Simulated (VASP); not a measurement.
Write the native input for VASP 6.6.1 that does the following.

```
Task                   : single point
Functional             : PBEsol
Potentials or basis    : VASP PAW PBE potentials, release 64 (Tl_d)
Cutoff                 : 500 eV
k mesh                 : 13 × 13 × 11
Occupations            : fermi-dirac, width 0.1 eV
Spin                   : no spin polarisation
Dipole correction      : no
Further INCAR settings : ALGO = Normal; EDIFF = 1e-06; NBANDS = 20
```

The structure of Tl lies in POSCAR:

```
Tl
1.0
   -4.1300728609      4.0921269773      1.6734883069
    4.0921269773     -4.1300728609      1.6734883069
    2.2652537363      2.2652537363     -1.7429862622
Tl
2
Direct
    0.9987959184      0.0012040816      0.0000000000
    0.7512040816      0.2487959184      0.5000000000
```

The input as run:

INCAR

```
SYSTEM = Tl
PREC     = Accurate       ! precision mode
ENCUT    = 500            ! plane-wave cutoff, eV
EDIFF    = 1E-6           ! SCF threshold, eV
ISMEAR   = -1             ! smearing method
SIGMA    = 0.1            ! smearing width, eV
LREAL    = .FALSE.        ! projectors in reciprocal space
LASPH    = .TRUE.         ! aspherical terms in the spheres
NELM     = 120            ! most SCF steps
ALGO     = Normal         ! electronic algorithm
ISIF     = 2              ! what is computed and relaxed
LWAVE    = .FALSE.        ! write WAVECAR
LCHARG   = .FALSE.        ! write CHGCAR
GGA      = PS             ! functional
NBANDS   = 20             ! bands
GGA_COMPAT= .FALSE.
```

KPOINTS

```
regular mesh
0
G
  13 13 11
  0 0 0
```

Potentials or basis: VASP PAW PBE potentials, release 64 (Tl_d).

Launch:

```console
$ cat potpaw_PBE.64/Tl_d/POTCAR > POTCAR
$ mpirun -np 1 vasp_std > vasp.out
```

Results of the run:

The pressure is -2.2 GPa and the largest force is 0.008 eV/Å. The band gap on the k mesh is zero (bands 13 and 14 overlap by 5.44 eV).

Caveat: the PAW data sets were made with another functional, which shifts forces and pressure a little; spin-orbit coupling is left out, which moves the levels of the heavy elements.

It took 4.3 min on 1 thread of Intel(R) Xeon(R) 6975P-C (Granite Rapids) (shared host), peak memory 0.59 GiB.
